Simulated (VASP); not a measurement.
# BeTe (P6_3/mmc) in VASP: further runs

BeTe is run at these levels: LDA, PBEsol, r2SCAN; tasks: single point, relaxation of cell and atoms.

Everything below comes from runs of VASP 6.6.1. Logs are shortened: lines on timing, memory, paths and dates and some standing lists are left out, and cuts for length are marked.

## 1. The cell of the first run

It takes space group P6_3/mmc (No. 194, hexagonal). The conventional cell has a = 4.031 Å, b = 4.031 Å, c = 8.144 Å, α = 90.00°, β = 90.00°, γ = 120.00°. Be (site symmetry -6m2) has 3 Te at 2.33 Å within 3.1 Å. Within 3.1 Å of Te (site symmetry -6m2) lie 3 Be at 2.33 Å.

## 2. Single point, LDA

File INCAR:

```
ALGO = Normal
EDIFF = 1E-6
ENCUT = 520
ISIF = 2
ISMEAR = 0
LASPH = T
LCHARG = F
LREAL = F
LWAVE = F
NBANDS = 16
NELM = 60
PREC = Accurate
SIGMA = 0.01
```

File KPOINTS:

```
k-points
0
Gamma
  12 12 4
```

File POSCAR:

```
BeTe
1.0
    4.0308527429      0.0000000000      0.0000000000
   -2.0154263714      3.4908208742      0.0000000000
    0.0000000000      0.0000000000      8.1440445297
Be Te
2 2
Direct
    0.3333333333      0.6666666667      0.2500000000
    0.6666666667      0.3333333333      0.7500000000
    0.6666666667      0.3333333333      0.2500000000
    0.3333333333      0.6666666667      0.7500000000
```

Potentials or basis: VASP PAW LDA potentials, release 64 (Be, Te).

Launch:

```
$ cat potpaw_LDA.64/Be/POTCAR potpaw_LDA.64/Te/POTCAR > POTCAR
$ mpirun -np 1 vasp_std > vasp.out
```

OUTCAR:

```text
EDIFF = 1E-6
   ENCUT = 520
   ISIF = 2
   ISMEAR = 0
   LASPH = T
   LREAL = F
   NELM = 60
   PREC = Accurate

 ion  position               nearest neighbor table
   1  0.333  0.667  0.250-   3 2.33   3 2.33   3 2.33
   2  0.667  0.333  0.750-   4 2.33   4 2.33   4 2.33
   3  0.667  0.333  0.250-   1 2.33   1 2.33   1 2.33
   4  0.333  0.667  0.750-   2 2.33   2 2.33   2 2.33

  LATTYP: Found a hexagonal cell.
 ALAT       =     4.0308527429
 C/A-ratio  =     2.0204272022

  Lattice vectors:

 A1 = (   4.0308527429,   0.0000000000,   0.0000000000)
 A2 = (  -2.0154263714,   3.4908208742,   0.0000000000)
 A3 = (   0.0000000000,   0.0000000000,   8.1440445297)

Analysis of symmetry for initial positions (statically):
=====================================================================
 Subroutine PRICEL returns:
 Original cell was already a primitive cell.

 Routine SETGRP: Setting up the symmetry group for a
 hexagonal supercell.

 Subroutine GETGRP returns: Found 24 space group operations
 (whereof 12 operations were pure point group operations)
 out of a pool of 24 trial point group operations.

The static configuration has the point symmetry D_3d.
 The point group associated with its full space group is D_6h.

Analysis of symmetry for dynamics (positions and initial velocities):
=====================================================================
 Subroutine PRICEL returns:
 Original cell was already a primitive cell.

 Routine SETGRP: Setting up the symmetry group for a
 hexagonal supercell.

 Subroutine GETGRP returns: Found 24 space group operations
 (whereof 12 operations were pure point group operations)
 out of a pool of 24 trial point group operations.

The dynamic configuration has the point symmetry D_3d.
 The point group associated with its full space group is D_6h.

 Subroutine INISYM returns: Found 24 space group operations
 (whereof 12 operations are pure point group operations),
 and found     1 'primitive' translations

----------------------------------------------------------------------------------------

                                     Primitive cell

  volume of cell :     114.5947

  direct lattice vectors                    reciprocal lattice vectors
     4.030852743  0.000000000  0.000000000     0.248086463  0.143232786  0.000000000
    -2.015426371  3.490820874  0.000000000     0.000000000  0.286465572  0.000000000
     0.000000000  0.000000000  8.144044530     0.000000000  0.000000000  0.122789113

  length of vectors
     4.030852743  4.030852743  8.144044530     0.286465572  0.286465572  0.122789113

  position of ions in fractional coordinates (direct lattice)
     0.333333333  0.666666667  0.250000000
     0.666666667  0.333333333  0.750000000
     0.666666667  0.333333333  0.250000000
     0.333333333  0.666666667  0.750000000

  ion indices of the primitive-cell ions
   primitive index   ion index
                 1           1
                 2           2
                 3           3
                 4           4

----------------------------------------------------------------------------------------

 KPOINTS: k-points

Automatic generation of k-mesh.
 Grid dimensions read from file:
 generate k-points for:   12   12    4

 Generating k-lattice:

  Cartesian coordinates                     Fractional coordinates (reciprocal lattice)
     0.020673872  0.011936066  0.000000000     0.083333333  0.000000000  0.000000000
     0.000000000  0.023872131  0.000000000     0.000000000  0.083333333  0.000000000
     0.000000000  0.000000000  0.030697278     0.000000000  0.000000000  0.250000000

  Length of vectors
     0.023872131  0.023872131  0.030697278

  Shift w.r.t. Gamma in fractional coordinates (k-lattice)
     0.000000000  0.000000000  0.000000000

 Subroutine IBZKPT returns following result:
 ===========================================

 Found     57 irreducible k-points:

 Following reciprocal coordinates:
            Coordinates               Weight
  0.000000  0.000000  0.000000      1.000000
  0.083333  0.000000  0.000000      6.000000
  0.166667 -0.000000  0.000000      6.000000
  0.250000 -0.000000  0.000000      6.000000
  0.333333  0.000000  0.000000      6.000000
  0.416667 -0.000000  0.000000      6.000000
[... 16 lines left out ...]
  0.250000 -0.000000  0.250000     12.000000
  0.333333  0.000000  0.250000     12.000000
 [... further k-points ...]
   k-points           NKPTS =     57   k-points in BZ     NKDIM =     57   number of bands    NBANDS=     16
   number of dos      NEDOS =    301   number of ions     NIONS =      4
   total plane-waves  NPLWV =  57600
   dimension x,y,z NGX =    30 NGY =   30 NGZ =   64
   dimension x,y,z NGXF=    60 NGYF=   60 NGZF=  128
   ions per type =               2   2
   NGX,Y,Z   is equivalent  to a cutoff of  12.37, 12.37, 13.06 a.u.
   NGXF,Y,Z  is equivalent  to a cutoff of  24.75, 24.75, 26.13 a.u.
 SYSTEM =  unknown system
   PREC   = accura    normal or accurate (medium, high low for compatibility)
   ISTART =      0    job   : 0-new  1-cont  2-samecut
   ICHARG =      2    charge: 1-file 2-atom 10-const
   ISPIN  =      1    spin polarized calculation?
   LNONCOLLINEAR =      F non collinear calculations
   LSORBIT =      F    spin-orbit coupling
   LASPH  =      T    aspherical Exc in radial PAW
   ENCUT  =  520.0 eV  38.22 Ry    6.18 a.u.   7.49  7.49 15.14*2*pi/ulx,y,z
   NELM   =     60;   NELMIN=  2; NELMDL= -5     # of ELM steps
   EDIFF  = 0.1E-05   stopping-criterion for ELM
   LREAL  =      F    real-space projection
   EDIFFG = 0.1E-04   stopping-criterion for IOM
   NSW    =      0    number of steps for IOM
   IBRION =     -1    ionic relax: 0-MD 1-quasi-New 2-CG
   NFREE  =      0    steps in history (QN), initial steepest desc. (CG)
   ISIF   =      2    stress and relaxation
   ISYM   =      2    0-nonsym 1-usesym 2-fastsym
   POTIM  = 0.5000    time-step for ionic-motion
   TEBEG  =    0.0;   TEEND  =   0.0 temperature during run
   PSTRESS=    0.0 pullay stress
   NELECT =      16.0000    total number of electrons
   NUPDOWN=      -1.0000    fix difference up-down
   EMIN   =  10.00;   EMAX   =-10.00  energy-range for DOS
   EFERMI =   0.00;   METHOD = LEGACY
   ISMEAR =     0;   SIGMA  =   0.01  broadening in eV -4-tet -1-fermi 0-gaus
   EFERMI_NEDOS =   21; number of points for ismear=-14 and -15
   IALGO  =     38    algorithm
   IMIX   =      4    mixing-type and parameters
     AMIX     =   0.40;   BMIX     =  1.00
     AMIX_MAG =   1.60;   BMIX_MAG =  1.00
  volume/ion in A,a.u.               =      28.65       193.33
  Fermi-wavevector in a.u.,A,eV,Ry     =   0.849298  1.604940  9.813972  0.721307
  Thomas-Fermi vector in A             =   1.965096
   LORBIT       =      0    0 simple, 1 ext, 2 COOP (PROOUT), +10 PAW based schemes
   GGA     = CA    functional components
   LHFCALC =     F    Hartree Fock is set to
   AEXX    =    0.0000 exact exchange contribution
   IVDW    =     0    specifies the selected vdW correction
   LEPSILON=     F    determine dielectric tensor
   LRPA    =     F    only Hartree local field effects (RPA)
 non-spin polarized calculation
 Gauss-broadening in eV      SIGMA  =   0.01
  energy-cutoff  :      520.00
  volume of cell :      114.59
 maximum number of plane-waves:      3116
 NGX is ok and might be reduce to    30
   NGX = 15   NGY = 15   NGZ = 31

 number of electron      16.0000001 magnetization

 Free energy of the ion-electron system (eV)
  ---------------------------------------------------
  ext. energy  EPLUGINS =         0.00000000
  ---------------------------------------------------
  free energy    TOTEN  =       -16.20644203 eV

  energy without entropy =      -16.20644203  energy(sigma->0) =      -16.20644203

 E-fermi :   2.2963     XC(G=0):  -8.1859

 val. band max:        2.2072651960   @ k =   0.2500   0.2500   0.0000
 cond. band min:       4.6862450677   @ k =   0.5000  -0.0000   0.2500
 fundamental gap:      2.4789798716
 Fermi energy:         2.2963178903

 k-point     1 :       0.0000    0.0000    0.0000
  band No.  band energies     occupation
      1      -8.9865      2.00000
      2      -8.6916      2.00000
      3      -0.8847      2.00000
      4       1.4711      2.00000
      5       1.4711      2.00000
      6       1.4809      2.00000
[... 8 lines left out ...]
     15       7.5890      0.00000
     16       8.4287      0.00000

 k-point     2 :       0.0833    0.0000    0.0000
  band No.  band energies     occupation
      1      -8.9370      2.00000
      2      -8.6466      2.00000
      3      -0.8107      2.00000
      4       1.0515      2.00000
      5       1.2324      2.00000
      6       1.3358      2.00000
[... 8 lines left out ...]
     15       7.7742      0.00000
     16       8.0618      0.00000

 k-point     3 :       0.1667   -0.0000    0.0000
  band No.  band energies     occupation
      1      -8.7940      2.00000
      2      -8.5181      2.00000
      3      -0.5916      2.00000
      4       0.1454      2.00000
      5       0.3331      2.00000
      6       1.0149      2.00000
[... 8 lines left out ...]
     15       8.0765      0.00000
     16       8.4281      0.00000

 k-point     4 :       0.2500   -0.0000    0.0000
  band No.  band energies     occupation
      1      -8.5763      2.00000
      2      -8.3277      2.00000
      3      -0.8286      2.00000
      4      -0.6374      2.00000
      5      -0.2385      2.00000
      6       0.6527      2.00000
[... 8 lines left out ...]
     15       8.8293      0.00000
     16       9.1580      0.00000

 k-point     5 :       0.3333    0.0000    0.0000
  band No.  band energies     occupation
      1      -8.3223      2.00000
      2      -8.1178      2.00000
      3      -1.6634      2.00000
      4      -1.4796      2.00000
      5       0.2222      2.00000
      6       0.3470      2.00000
[... 8 lines left out ...]
     15       9.9488      0.00000
     16      10.1173      0.00000

 k-point     6 :       0.4167   -0.0000    0.0000
  band No.  band energies     occupation
      1      -8.0985      2.00000
      2      -7.9540      2.00000
      3      -2.2291      2.00000
      4      -2.0639      2.00000
      5       0.1482      2.00000
      6       0.3770      2.00000
[... 8 lines left out ...]
     15       9.9430      0.00000
     16      10.4018      0.00000
[... 267 lines left out ...]
 k-point    21 :       0.0833    0.0000    0.2500
  band No.  band energies     occupation
      1      -8.8976      2.00000
      2      -8.6926      2.00000
      3      -0.5590      2.00000
      4       0.9795      2.00000
      5       1.0839      2.00000
      6       1.2694      2.00000
[... 8 lines left out ...]
     15       7.7335      0.00000
     16       8.6845      0.00000

 k-point    22 :       0.1667   -0.0000    0.2500
  band No.  band energies     occupation
      1      -8.7563      2.00000
      2      -8.5616      2.00000
      3      -0.3727      2.00000
      4       0.2059      2.00000
      5       0.2774      2.00000
      6       1.0437      2.00000
[... 8 lines left out ...]
     15       8.0206      0.00000
     16       8.6573      0.00000

 k-point    23 :       0.2500   -0.0000    0.2500
  band No.  band energies     occupation
      1      -8.5421      2.00000
      2      -8.3665      2.00000
      3      -0.8349      2.00000
      4      -0.6855      2.00000
      5       0.0465      2.00000
      6       0.6831      2.00000
[... 8 lines left out ...]
     15       8.9650      0.00000
     16       9.1024      0.00000

 k-point    24 :       0.3333    0.0000    0.2500
  band No.  band energies     occupation
      1      -8.2938      2.00000
      2      -8.1492      2.00000
      3      -1.6552      2.00000
      4      -1.5227      2.00000
      5       0.3783      2.00000
      6       0.4775      2.00000
[... 8 lines left out ...]
     15      10.1554      0.00000
     16      10.1629      0.00000

 [... further k-points ...]

------------------------ aborting loop because EDIFF is reached ----------------------------------------

  FORCE on cell =-STRESS in cart. coord.  units (eV):
  Direction    XX          YY          ZZ          XY          YZ          ZX
  --------------------------------------------------------------------------------------
  -------------------------------------------------------------------------------------
  Total       -1.7217272     -1.7217272     -0.8223196     -0.0000000     -0.0000000      0.0000000
  in kB      -24.0718953    -24.0718953    -11.4970538     -0.0000000     -0.0000000      0.0000000
  external PRESSURE =     -19.8802814 kB  Pullay stress =       0.0000000 kB

 VOLUME and BASIS-vectors are now :
 -----------------------------------------------------------------------------
  energy-cutoff  :      520.00
  volume of cell :      114.59
      direct lattice vectors                 reciprocal lattice vectors
     4.030852743  0.000000000  0.000000000     0.248086463  0.143232786  0.000000000
    -2.015426371  3.490820874  0.000000000     0.000000000  0.286465572  0.000000000
     0.000000000  0.000000000  8.144044530     0.000000000  0.000000000  0.122789113

 POSITION                                       TOTAL-FORCE (eV/Angst)
 -----------------------------------------------------------------------------------
     -0.00000      2.32721      2.03601        -0.000000      0.000000      0.000000
      2.01543      1.16361      6.10803        -0.000000      0.000000      0.000000
      2.01543      1.16361      2.03601        -0.000000      0.000000      0.000000
     -0.00000      2.32721      6.10803         0.000000     -0.000000      0.000000
 -----------------------------------------------------------------------------------
    total drift:                                0.000000     -0.000000      0.000000

  FREE ENERGIE OF THE ION-ELECTRON SYSTEM (eV)
  ---------------------------------------------------
  free  energy   TOTEN  =       -16.2064420350 eV

  energy  without entropy=      -16.2064420350  energy(sigma->0) =      -16.20644203
```

Run time: 69 s. Hardware: 1 thread of Intel Xeon Platinum 8259CL at 2.50GHz (Skylake/Cascade Lake), shared host; peak memory 0.25 GiB.

What came out:

```yaml
Free_energy: -16.2064 eV
Pressure: -2.0 GPa
Band_gap_on_the_k_mesh: 2.48 eV, indirect (least direct gap 2.67 eV)
```

Levels at points of the mesh, in eV from the valence-band top:
| k point | band 4 | band 5 | band 6 | band 7 | band 8 | band 9 | band 10 | band 11 | band 12 | band 13 |
| --- | --- | --- | --- | --- | --- | --- | --- | --- | --- | --- |
| (0.00, 0.00, 0.00) | -0.74 | -0.74 | -0.73 | -0.56 | -0.56 | 3.33 | 3.52 | 4.48 | 4.48 | 4.83 |
| (0.50, 0.00, 0.00) | -4.48 | -2.13 | -1.90 | -1.22 | -0.14 | 2.66 | 2.94 | 3.45 | 3.98 | 7.00 |
| (0.00, 0.00, 0.50) | -2.14 | -0.65 | -0.65 | -0.65 | -0.65 | 3.70 | 3.70 | 4.65 | 4.65 | 4.65 |
| (0.50, 0.00, 0.50) | -4.59 | -2.02 | -2.02 | -0.53 | -0.53 | 2.69 | 2.69 | 3.21 | 3.21 | 8.10 |

Caveat: spin-orbit coupling is left out, which moves the levels of the heavy elements.

[end of part 1 of 2]
